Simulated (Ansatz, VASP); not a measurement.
Ca2SeO: VASP beside Ansatz

```
O Ca Se
1.0
     3.88286    0.00000    0.00000
     0.00000    3.88286    0.00000
     0.00000    0.00000    5.21533
O Ca Se
1 2 1
Direct
  0.00000 0.00000 0.00000
  0.00000 0.00000 0.50000
  0.50000 0.50000 0.00000
  0.50000 0.50000 0.50000
```

Change from the starting cell: uniaxial_z strain -5.1%.

Alike in both runs: task single point; functional PBE; k mesh 6 × 6 × 6; occupations fermi-dirac, width 0.02 eV; no spin polarisation.

|  | VASP | Ansatz |
| --- | --- | --- |
| version | VASP 6.6.1 | Ansatz 0.2.0 |
| potentials or method | VASP PAW PBE potentials, release 64 (O, Ca_sv, Se) | plane waves, PAW |
| plane-wave cutoff (eV) | 520 | 420 |
| valence electrons in the cell | 32 | 42 |

VASP gave:

```
gap on the k mesh at the Fermi level (eV) : 1.97
pressure (GPa)                            : 5.6
```

What did Ansatz give for the same quantities?

gap on the k mesh at the Fermi level (eV): 1.99; pressure (GPa): 5.3.

VASP's potentials hold 32 valence electrons a cell and Ansatz's 42, so a difference there can come from the potentials and not from the codes.
